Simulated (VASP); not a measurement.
Si (a cell with a defect): single point with PBE+D3(BJ)

System: Si (a cell with a defect).

```
CELL_PARAMETERS angstrom
10.86000 0.00000 0.00000
0.00000 10.86000 0.00000
0.00000 0.00000 10.86000
ATOMIC_POSITIONS crystal
Si 0.51803 0.99514 0.98184
Si 0.62809 0.12339 0.12061
Si 0.74854 0.25455 0.99822
Si 0.87733 0.37380 0.12719
Si 0.74966 0.00037 0.25078
Si 0.87411 0.12393 0.37767
Si 0.98418 0.00490 0.98535
Si 0.12064 0.12341 0.12073
Si 0.25270 0.24510 0.00027
Si 0.37400 0.37347 0.12593
Si 0.49616 0.50509 0.00345
Si 0.62325 0.62759 0.13040
Si 0.75114 0.74460 0.00040
Si 0.87189 0.87636 0.12202
Si 0.25156 0.00024 0.24813
Si 0.37875 0.12356 0.37896
Si 0.49970 0.24509 0.24722
Si 0.62577 0.36930 0.37138
Si 0.75018 0.50013 0.25118
Si 0.87501 0.63003 0.37384
Si 0.51415 0.00487 0.51523
Si 0.65411 0.13325 0.65470
Si 0.75322 0.25266 0.50373
Si 0.87799 0.38238 0.62195
Si 0.84523 0.13403 0.84572
Si 0.00545 0.49567 0.00113
Si 0.12608 0.62699 0.12595
Si 0.24744 0.75515 0.00067
Si 0.38170 0.87834 0.11824
Si 0.99939 0.24680 0.25126
Si 0.12668 0.37319 0.37312
Si 0.25004 0.50031 0.24977
Si 0.37384 0.62702 0.37371
Si 0.49933 0.75497 0.25230
Si 0.62693 0.87680 0.37921
Si 0.98938 0.99529 0.51046
Si 0.12221 0.12387 0.62576
Si 0.24855 0.24693 0.50059
Si 0.37293 0.37362 0.62265
Si 0.49866 0.49567 0.49440
Si 0.62209 0.61933 0.62244
Si 0.74829 0.74903 0.50585
Si 0.84755 0.87458 0.65280
Si 0.24912 0.00033 0.75020
Si 0.37926 0.12334 0.87178
Si 0.50202 0.25426 0.75138
Si 0.62211 0.38167 0.87777
Si 0.74965 0.50052 0.75024
Si 0.87743 0.61937 0.87771
Si 0.99901 0.75351 0.24774
Si 0.12411 0.87554 0.37569
Si 0.00388 0.50522 0.49575
Si 0.12610 0.62967 0.62459
Si 0.25206 0.75349 0.50087
Si 0.37774 0.87636 0.62785
Si 0.99657 0.25282 0.74664
Si 0.12873 0.36940 0.87414
Si 0.24884 0.50004 0.74964
Si 0.36924 0.62778 0.87653
Si 0.49937 0.74448 0.74856
Si 0.65337 0.86135 0.84616
Si 0.99437 0.74871 0.75150
Si 0.12056 0.87687 0.87283
```

* Program: VASP 6.6.1
* Task: single point
* Functional: PBE
* Dispersion: D3(BJ)
* Potentials or basis: VASP PAW PBE potentials, release 64 (Si)
* Cutoff: 520 eV
* k mesh: 1 × 1 × 1
* Occupations: fermi-dirac, width 0.02 eV
* Spin: no spin polarisation

```
Largest force              : 0.028 eV/Å
Dispersion energy per atom : -0.317 eV
```

Forces on the atoms (eV/Å):
```
Si  -0.012  0.008  0.008
Si   0.006  0.000  0.007
Si  -0.001  0.005  0.002
Si  -0.006  0.001  0.006
Si   0.000 -0.002 -0.001
Si  -0.008 -0.001 -0.002
Si   0.002 -0.009 -0.001
Si   0.003  0.003  0.004
Si   0.005 -0.005 -0.001
Si  -0.002  0.000  0.001
Si   0.001 -0.002  0.003
Si   0.005 -0.004  0.000
Si   0.003 -0.002 -0.003
Si   0.000  0.003  0.008
Si   0.005  0.000 -0.005
Si   0.000  0.003 -0.005
Si  -0.001  0.001 -0.004
Si  -0.003  0.000 -0.003
Si   0.001 -0.003 -0.003
Si   0.002 -0.003 -0.006
Si  -0.004 -0.008  0.003
Si  -0.004  0.006 -0.012
Si   0.000  0.002  0.001
Si   0.001  0.002  0.000
Si   0.006  0.007  0.009
Si  -0.003  0.005  0.002
Si   0.006 -0.005  0.006
Si   0.000  0.000 -0.002
Si  -0.004  0.000  0.004
Si  -0.002 -0.004  0.000
Si   0.000  0.005 -0.001
Si   0.004  0.003 -0.002
Si  -0.006 -0.005 -0.009
Si   0.002  0.000  0.003
Si   0.001  0.007 -0.010
Si   0.010  0.009 -0.005
Si   0.006  0.001  0.004
Si   0.001 -0.006  0.002
Si   0.000  0.002  0.003
Si  -0.001  0.002  0.001
Si   0.006 -0.005  0.002
Si   0.001 -0.009  0.005
Si  -0.004 -0.005 -0.026
Si   0.003  0.002  0.001
Si  -0.008  0.004  0.000
Si  -0.002  0.003  0.002
Si   0.005  0.007 -0.008
Si  -0.002 -0.004  0.002
Si  -0.006 -0.005 -0.002
Si  -0.002  0.002 -0.004
Si  -0.005 -0.001  0.004
Si  -0.004  0.000  0.001
Si   0.002 -0.001 -0.002
Si   0.003  0.003 -0.001
Si  -0.005 -0.003 -0.002
Si  -0.002  0.005  0.001
Si  -0.001  0.000  0.001
Si   0.003  0.000  0.003
Si   0.002 -0.003 -0.008
Si  -0.003  0.005 -0.004
Si  -0.002 -0.009  0.026
Si  -0.001 -0.005  0.005
Si   0.008  0.002  0.000
```

Levels at points of the mesh, in eV from the Fermi level:
| k point | band 123 | band 124 | band 125 | band 126 | band 127 | band 128 | band 129 | band 130 | band 131 | band 132 |
| --- | --- | --- | --- | --- | --- | --- | --- | --- | --- | --- |
| (0.00, 0.00, 0.00) | -1.16 | -0.83 | -0.82 | -0.30 | -0.06 | 0.07 | 0.08 | 0.14 | 0.22 | 0.23 |

It took 11 min on 1 thread of Intel Xeon 8259CL (shared host), peak memory 0.99 GiB.

Caveat: the k points lie up to 0.58 Å⁻¹ apart; the cell carries a net charge on a neutralising background, which shifts energy and pressure; the cell is charged against a uniform background, so pressure and absolute levels hang on convention.
